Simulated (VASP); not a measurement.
Set up this calculation in VASP 6.6.1, as the native input.

- Task: single point
- Functional: r2SCAN
- Potentials or basis: VASP PAW PBE potentials, release 64 (Al)
- Cutoff: 520 eV
- k mesh: 16 × 16 × 16
- Occupations: fermi-dirac, width 0.1 eV
- Spin: no spin polarisation
- Dipole correction: no
- Further INCAR settings: ALGO = Normal; EDIFF = 1e-06; NBANDS = 8

The system is Al.

```
CELL_PARAMETERS angstrom
-1.55165 1.55165 1.55165
1.55165 -1.55165 1.55165
1.55165 1.55165 -1.55165
ATOMIC_POSITIONS crystal
Al 0.00000 0.00000 0.00000
```

This cell differs from its parent crystal: volume scaled by 0.92.

One way to write it, as run:

POSCAR

```
Al
1.0
   -1.5516509119      1.5516509119      1.5516509119
    1.5516509119     -1.5516509119      1.5516509119
    1.5516509119      1.5516509119     -1.5516509119
Al
1
Direct
    0.0000000000      0.0000000000      0.0000000000
```

INCAR.step1

```
SYSTEM = Al
PREC = Accurate
ENCUT = 520
ISMEAR = -1
SIGMA = 0.1
LREAL = .FALSE.
LASPH = .TRUE.
NELM = 60
NBANDS = 8
GGA = PE
ALGO = Normal
EDIFF = 1E-4
LWAVE = .TRUE.
LCHARG = .FALSE.
```

INCAR.step2

```
SYSTEM = Al
PREC = Accurate
ENCUT = 520
EDIFF = 1E-6
ISMEAR = -1
SIGMA = 0.1
LREAL = .FALSE.
LASPH = .TRUE.
NELM = 60
ALGO = Normal
ISIF = 2
LWAVE = .FALSE.
LCHARG = .FALSE.
METAGGA = R2SCAN
LMIXTAU = .TRUE.
NBANDS = 8
ISTART = 1
```

KPOINTS

```
Automatic mesh
0
G
  16 16 16
  0 0 0
```

Potentials or basis: VASP PAW PBE potentials, release 64 (Al).

The run is started by

```bash
$ cat potpaw_PBE.64/Al/POTCAR > POTCAR
$ cp INCAR.step1 INCAR
$ mpirun -np 1 vasp_std > vasp.out
$ cp INCAR.step2 INCAR
$ mpirun -np 1 vasp_std > vasp.out
```

It gave:

The pressure is 7.5 GPa.

Caveat: the PAW data sets were made with another functional, which shifts forces and pressure a little.

It took 40 s on 1 thread of Intel(R) Xeon(R) Platinum 8259CL CPU @ 2.50GHz (Skylake/Cascade Lake), with other jobs on the host, peak memory 0.13 GiB.
